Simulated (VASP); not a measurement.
# Ge2AsRh2 (I4/mmm) in VASP: single point with r2SCAN

Aim: the single point of Ge2AsRh2 with r2SCAN.

Everything below comes from runs of VASP 6.6.1. Logs are shortened: lines on timing, memory, paths and dates and some standing lists are left out, and cuts for length are marked.

### 1 The cell of the first run

The structure is tetragonal, space group I4/mmm (No. 139). The conventional cell has a = 3.991 Å, b = 3.991 Å, c = 9.929 Å, α = 90.00°, β = 90.00°, γ = 90.00°. As (site symmetry 4/mmm) has 10 Ge at 3.07 to 3.75 Å and 8 Rh at 3.19 Å and 4 As at 3.99 Å within 4.0 Å. Ge (site symmetry 4mm) has 4 Rh at 2.37 Å and 1 Ge at 2.42 Å and 4 As at 3.07 Å within 3.1 Å. Within 3.2 Å of Rh (site symmetry -4m2) lie 4 Ge at 2.37 Å and 4 Rh at 2.82 Å and 4 As at 3.19 Å.

### 2 Single point, r2SCAN

Contents of POSCAR:

```
Ge2AsRh2
1.0
    0.0000000000      3.9912820000      0.0000000000
    3.9912820000      0.0000000000      0.0000000000
    1.9956410000      1.9956410000     -4.9645410000
As Ge Rh
1 2 2
Direct
    0.0000000000      0.0000000000      0.0000000000
    0.3780000000      0.3780000000      0.2440000000
    0.6220000000      0.6220000000      0.7560000000
    0.7500000000      0.2500000000      0.5000000000
    0.2500000000      0.7500000000      0.5000000000
```

Contents of INCAR.step1:

```
PREC     = Accurate       # precision mode
ENCUT    = 520            # plane-wave cutoff, eV
ISMEAR   = -1             # smearing method
SIGMA    = 0.1            # smearing width, eV
LREAL    = F              # projectors in reciprocal space
LASPH    = T              # aspherical terms in the spheres
NELM     = 60             # most SCF steps
NBANDS   = 40             # bands
GGA      = PE             # functional
ALGO     = Normal         # electronic algorithm
EDIFF    = 1E-4           # SCF threshold, eV
LWAVE    = T              # write WAVECAR
LCHARG   = F              # write CHGCAR
```

Contents of INCAR.step2:

```
PREC     = Accurate       # precision mode
ENCUT    = 520            # plane-wave cutoff, eV
EDIFF    = 1E-6           # SCF threshold, eV
ISMEAR   = -1             # smearing method
SIGMA    = 0.1            # smearing width, eV
LREAL    = F              # projectors in reciprocal space
LASPH    = T              # aspherical terms in the spheres
NELM     = 60             # most SCF steps
ALGO     = Normal         # electronic algorithm
ISIF     = 2              # what is computed and relaxed
LWAVE    = F              # write WAVECAR
LCHARG   = F              # write CHGCAR
METAGGA  = R2SCAN         # meta-GGA
LMIXTAU  = T            
NBANDS   = 40             # bands
ISTART   = 1
```

Contents of KPOINTS:

```
Automatic mesh
0
Gamma
  9 9 9
```

Potentials or basis: VASP PAW PBE potentials, release 64 (As, Ge_d, Rh_pv).

The run is started by

```sh
> cat potpaw_PBE.64/As/POTCAR potpaw_PBE.64/Ge_d/POTCAR potpaw_PBE.64/Rh_pv/POTCAR > POTCAR
> cp INCAR.step1 INCAR
> mpirun -np 1 vasp_std > vasp.out
> cp INCAR.step2 INCAR
> mpirun -np 1 vasp_std > vasp.out
```

OUTCAR:

```text
PREC = Accurate
   ENCUT = 520
   EDIFF = 1E-6
   ISMEAR = -1
   LREAL = F
   LASPH = T
   NELM = 60
   ISIF = 2
   METAGGA = R2SCAN
   ISTART = 1

 ion  position               nearest neighbor table
   1  0.000  0.000  0.000-
   2  0.378  0.378  0.244-   4 2.37   5 2.37   5 2.37   4 2.37   3 2.42
   3  0.622  0.622  0.756-   5 2.37   4 2.37   4 2.37   5 2.37   2 2.42
   4  0.750  0.250  0.500-   2 2.37   2 2.37   3 2.37   3 2.37   5 2.82   5 2.82   5 2.82   5 2.82

   5  0.250  0.750  0.500-   2 2.37   2 2.37   3 2.37   3 2.37   4 2.82   4 2.82   4 2.82   4 2.82

  LATTYP: Found a body centered tetragonal cell.
 ALAT       =     3.9912820000
 C/A-ratio  =     2.4876924256

  Lattice vectors:

 A1 = (  -1.9956410000,   1.9956410000,   4.9645410000)
 A2 = (   1.9956410000,  -1.9956410000,   4.9645410000)
 A3 = (   1.9956410000,   1.9956410000,  -4.9645410000)

Analysis of symmetry for initial positions (statically):
=====================================================================
 Subroutine PRICEL returns:
 Original cell was already a primitive cell.

 Routine SETGRP: Setting up the symmetry group for a
 body centered tetragonal supercell.

 Subroutine GETGRP returns: Found 16 space group operations
 (whereof 16 operations were pure point group operations)
 out of a pool of 16 trial point group operations.

The static configuration has the point symmetry D_4h.

Analysis of symmetry for dynamics (positions and initial velocities):
=====================================================================
 Subroutine PRICEL returns:
 Original cell was already a primitive cell.

 Routine SETGRP: Setting up the symmetry group for a
 body centered tetragonal supercell.

 Subroutine GETGRP returns: Found 16 space group operations
 (whereof 16 operations were pure point group operations)
 out of a pool of 16 trial point group operations.

The dynamic configuration has the point symmetry D_4h.

 Subroutine INISYM returns: Found 16 space group operations
 (whereof 16 operations are pure point group operations),
 and found     1 'primitive' translations

----------------------------------------------------------------------------------------

                                     Primitive cell

  volume of cell :      79.0868

  direct lattice vectors                    reciprocal lattice vectors
     0.000000000  3.991282000  0.000000000     0.000000000  0.250546065  0.100714245
     3.991282000  0.000000000  0.000000000     0.250546065  0.000000000  0.100714245
     1.995641000  1.995641000 -4.964541000     0.000000000  0.000000000 -0.201428491

  length of vectors
     3.991282000  3.991282000  5.710677135     0.270030906  0.270030906  0.201428491

  position of ions in fractional coordinates (direct lattice)
     0.000000000  0.000000000  0.000000000
     0.378000000  0.378000000  0.244000000
     0.622000000  0.622000000  0.756000000
     0.750000000  0.250000000  0.500000000
     0.250000000  0.750000000  0.500000000

  ion indices of the primitive-cell ions
   primitive index   ion index
                 1           1
                 2           2
                 3           3
                 4           4
                 5           5

----------------------------------------------------------------------------------------

 KPOINTS: Automatic mesh

Automatic generation of k-mesh.
 Grid dimensions read from file:
 generate k-points for:    9    9    9

 Generating k-lattice:

  Cartesian coordinates                     Fractional coordinates (reciprocal lattice)
     0.000000000  0.027838452  0.011190472     0.111111111  0.000000000  0.000000000
     0.027838452  0.000000000  0.011190472     0.000000000  0.111111111  0.000000000
     0.000000000  0.000000000 -0.022380943     0.000000000  0.000000000  0.111111111

  Length of vectors
     0.030003434  0.030003434  0.022380943

  Shift w.r.t. Gamma in fractional coordinates (k-lattice)
     0.000000000  0.000000000  0.000000000

 Subroutine IBZKPT returns following result:
 ===========================================

 Found     75 irreducible k-points:

 Following reciprocal coordinates:
            Coordinates               Weight
  0.000000  0.000000  0.000000      1.000000
  0.111111  0.000000  0.000000      8.000000
  0.222222  0.000000 -0.000000      8.000000
  0.333333  0.000000  0.000000      8.000000
  0.444444  0.000000 -0.000000      8.000000
  0.111111  0.111111  0.000000      8.000000
[... 16 lines left out ...]
 -0.333333  0.333333  0.000000      4.000000
  0.444444  0.444444 -0.000000      8.000000
 [... further k-points ...]
   k-points           NKPTS =     75   k-points in BZ     NKDIM =     75   number of bands    NBANDS=     40
   number of dos      NEDOS =    301   number of ions     NIONS =      5
   total plane-waves  NPLWV =  37800
   dimension x,y,z NGX =    30 NGY =   30 NGZ =   42
   dimension x,y,z NGXF=    60 NGYF=   60 NGZF=   84
   ions per type =               1   2   2
   NGX,Y,Z   is equivalent  to a cutoff of  12.50, 12.50, 12.23 a.u.
   NGXF,Y,Z  is equivalent  to a cutoff of  24.99, 24.99, 24.45 a.u.
 SYSTEM =  unknown system
   PREC   = accura    normal or accurate (medium, high low for compatibility)
   ISTART =      1    job   : 0-new  1-cont  2-samecut
   ICHARG =      0    charge: 1-file 2-atom 10-const
   ISPIN  =      1    spin polarized calculation?
   LNONCOLLINEAR =      F non collinear calculations
   LSORBIT =      F    spin-orbit coupling
   LASPH  =      T    aspherical Exc in radial PAW
   ENCUT  =  520.0 eV  38.22 Ry    6.18 a.u.   7.42  7.42 10.62*2*pi/ulx,y,z
   NELM   =     60;   NELMIN=  2; NELMDL=  0     # of ELM steps
   EDIFF  = 0.1E-05   stopping-criterion for ELM
   LREAL  =      F    real-space projection
   EDIFFG = 0.1E-04   stopping-criterion for IOM
   NSW    =      0    number of steps for IOM
   IBRION =     -1    ionic relax: 0-MD 1-quasi-New 2-CG
   NFREE  =      0    steps in history (QN), initial steepest desc. (CG)
   ISIF   =      2    stress and relaxation
   ISYM   =      2    0-nonsym 1-usesym 2-fastsym
   POTIM  = 0.5000    time-step for ionic-motion
   TEBEG  =    0.0;   TEEND  =   0.0 temperature during run
   PSTRESS=    0.0 pullay stress
   NELECT =      63.0000    total number of electrons
   NUPDOWN=      -1.0000    fix difference up-down
   EMIN   =  10.00;   EMAX   =-10.00  energy-range for DOS
   EFERMI =   0.00;   METHOD = LEGACY
   ISMEAR =    -1;   SIGMA  =   0.10  broadening in eV -4-tet -1-fermi 0-gaus
   EFERMI_NEDOS =   21; number of points for ismear=-14 and -15
   IALGO  =     38    algorithm
   IMIX   =      4    mixing-type and parameters
     AMIX     =   0.40;   BMIX     =  1.00
     AMIX_MAG =   1.60;   BMIX_MAG =  1.00
  volume/ion in A,a.u.               =      15.82       106.74
  Fermi-wavevector in a.u.,A,eV,Ry     =   1.517587  2.867824 31.335189  2.303071
  Thomas-Fermi vector in A             =   2.626823
   LORBIT       =      0    0 simple, 1 ext, 2 COOP (PROOUT), +10 PAW based schemes
   METAGGA = R2SCAN    functional components
   LHFCALC =     F    Hartree Fock is set to
   AEXX    =    0.0000 exact exchange contribution
   IVDW    =     0    specifies the selected vdW correction
   LEPSILON=     F    determine dielectric tensor
   LRPA    =     F    only Hartree local field effects (RPA)
 non-spin polarized calculation
  energy-cutoff  :      520.00
  volume of cell :       79.09
 maximum number of plane-waves:      2159
 NGX is ok and might be reduce to    30
   NGX = 15   NGY = 15   NGZ = 21

 number of electron      63.0000002 magnetization

 Free energy of the ion-electron system (eV)
  ---------------------------------------------------
  ext. energy  EPLUGINS =         0.00000000
  ---------------------------------------------------
  free energy    TOTEN  =       -90.69077759 eV

  energy without entropy =      -90.59916213  energy(sigma->0) =      -90.64496986

 E-fermi :   8.6848     XC(G=0): -13.3155

 val. band max:        8.6836332310   @ k =  -0.2222  -0.2222   0.2222
 cond. band min:       8.6955807143   @ k =   0.0000   0.0000   0.0000
 fundamental gap:      0.0119474832
 Fermi energy:         8.6848425312

 k-point     1 :       0.0000    0.0000    0.0000
  band No.  band energies     occupation
      1     -39.2416      2.00000
      2     -39.2416      2.00000
      3     -38.9912      2.00000
      4     -38.9912      2.00000
      5     -38.9873      2.00000
      6     -38.9278      2.00000
[... 32 lines left out ...]
     39      16.5825      0.00000
     40      18.3672      0.00000

 k-point     2 :       0.1111    0.0000    0.0000
  band No.  band energies     occupation
      1     -39.2348      2.00000
      2     -39.2342      2.00000
      3     -38.9995      2.00000
      4     -38.9989      2.00000
      5     -38.9854      2.00000
      6     -38.9295      2.00000
[... 32 lines left out ...]
     39      17.0532      0.00000
     40      17.8963      0.00000

 k-point     3 :       0.2222    0.0000   -0.0000
  band No.  band energies     occupation
      1     -39.2150      2.00000
      2     -39.2127      2.00000
      3     -39.0232      2.00000
      4     -39.0209      2.00000
      5     -38.9799      2.00000
      6     -38.9344      2.00000
[... 32 lines left out ...]
     39      16.8093      0.00000
     40      18.0588      0.00000

 k-point     4 :       0.3333    0.0000    0.0000
  band No.  band energies     occupation
      1     -39.1838      2.00000
      2     -39.1797      2.00000
      3     -39.0587      2.00000
      4     -39.0545      2.00000
      5     -38.9717      2.00000
      6     -38.9420      2.00000
[... 32 lines left out ...]
     39      16.8553      0.00000
     40      17.3304      0.00000
[... 772 lines left out ...]
     39      16.9665      0.00000
     40      19.1118      0.00000

 k-point    23 :      -0.3333    0.3333    0.0000
  band No.  band energies     occupation
      1     -39.2677      2.00000
      2     -39.2061      2.00000
      3     -39.0358      2.00000
      4     -38.9724      2.00000
      5     -38.9635      2.00000
      6     -38.9487      2.00000
[... 32 lines left out ...]
     39      16.5716      0.00000
     40      19.2267      0.00000

 k-point    24 :       0.4444    0.4444   -0.0000
  band No.  band energies     occupation
      1     -39.2754      2.00000
      2     -39.2679      2.00000
      3     -38.9745      2.00000
      4     -38.9669      2.00000
      5     -38.9567      2.00000
      6     -38.9547      2.00000
[... 32 lines left out ...]
     39      18.4005      0.00000
     40      19.2267      0.00000

 [... further k-points ...]
[... 5 lines left out ...]
  --------------------------------------------------------------------------------------
  -------------------------------------------------------------------------------------
  Total        8.3688218      8.3688218      2.7329751      0.0000000      0.0000000     -0.0000000
  in kB      169.5395289    169.5395289     55.3658961      0.0000000      0.0000000     -0.0000000
  external PRESSURE =     131.4816513 kB  Pullay stress =       0.0000000 kB

 VOLUME and BASIS-vectors are now :
 -----------------------------------------------------------------------------
  energy-cutoff  :      520.00
  volume of cell :       79.09
      direct lattice vectors                 reciprocal lattice vectors
     0.000000000  3.991282000  0.000000000     0.000000000  0.250546065  0.100714245
     3.991282000  0.000000000  0.000000000     0.250546065  0.000000000  0.100714245
     1.995641000  1.995641000 -4.964541000     0.000000000  0.000000000 -0.201428491

 POSITION                                       TOTAL-FORCE (eV/Angst)
 -----------------------------------------------------------------------------------
      0.00000      0.00000      0.00000         0.000000     -0.000000     -0.000000
      1.99564      1.99564     -1.21135         0.000000      0.000000      1.410358
      3.99128      3.99128     -3.75319        -0.000000     -0.000000     -1.410358
      1.99564      3.99128     -2.48227         0.000000      0.000000     -0.000000
      3.99128      1.99564     -2.48227        -0.000000     -0.000000      0.000000
 -----------------------------------------------------------------------------------
    total drift:                                0.000000      0.000000      0.000000

  FREE ENERGIE OF THE ION-ELECTRON SYSTEM (eV)
  ---------------------------------------------------
  free  energy   TOTEN  =       -90.6907775939 eV

  energy  without entropy=      -90.5991621317  energy(sigma->0) =      -90.64496986
```

It took 5.5 min on 1 thread of Intel Xeon 6975P-C (Granite Rapids), shared host; peak memory 0.35 GiB.

Results:

```
Free energy            : -90.6908 eV
Pressure               : 13.1 GPa
Largest force          : 1.410 eV/Å
Band gap on the k mesh : zero (an odd number of electrons rules out a gap without spin polarisation)
```

Forces in eV/Å, atoms in the order of the input:
```
As   0.000  0.000  0.000
Ge   0.000  0.000  1.410
Ge   0.000  0.000 -1.410
Rh   0.000  0.000  0.000
Rh   0.000  0.000  0.000
```

Levels at points of the mesh, in eV from the Fermi level:
```
           k point  band 30  band 31  band 32  band 33  band 34  band 35
(0.00, 0.00, 0.00)     0.01     0.01     0.54     0.73     0.73     2.61
```

Caveat: the stress differs along the axes, from 6 to 17 GPa; the PAW data sets were made with another functional, which shifts forces and pressure a little.
